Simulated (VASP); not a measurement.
# GaN: single point with r2SCAN

GaN:

```
Ga N
1.0
     0.00000    2.18147    2.18147
     2.18147    0.00000    2.18147
     2.18147    2.18147    0.00000
Ga N
1 1
Direct
  0.00000 0.00000 0.00000
  0.75000 0.75000 0.75000
```

This cell differs from its parent crystal: strain -0.030 along x and y, -0.030 along z.

| Item | Value |
| --- | --- |
| Program | VASP 6.6.1 |
| Task | single point |
| Functional | r2SCAN |
| Potentials or basis | VASP PAW PBE potentials, release 64 (Ga_d, N) |
| Cutoff | 520 eV |
| k mesh | 10 × 10 × 10 |
| Occupations | gaussian, width 0.05 eV |
| Spin | no spin polarisation |
| Dipole correction | no |
| Further INCAR settings | ALGO = Normal; EDIFF = 1e-06; NBANDS = 16 |

```
Pressure               : 23.3 GPa
Band gap on the k mesh : 2.77 eV
```

Levels at points of the mesh, in eV from the valence-band top:
| k point | band 7 | band 8 | band 9 | band 10 | band 11 | band 12 |
| --- | --- | --- | --- | --- | --- | --- |
| (0.00, 0.00, 0.00) | 0.00 | 0.00 | 0.00 | 2.77 | 11.65 | 11.65 |
| (0.50, 0.00, 0.00) | -7.85 | -1.13 | -1.13 | 5.86 | 9.96 | 11.52 |
| (0.50, 0.50, 0.00) | -6.65 | -3.16 | -3.16 | 3.80 | 7.83 | 13.38 |

Run time: 58 s on 1 thread of Intel Xeon 8259CL, on a shared host, peak memory 0.16 GiB.

Caveat: the cell differs from its parent crystal (strain -0.030 along x and y, -0.030 along z); the cell stands under pressure; the PAW data sets were made with another functional, which shifts forces and pressure a little.
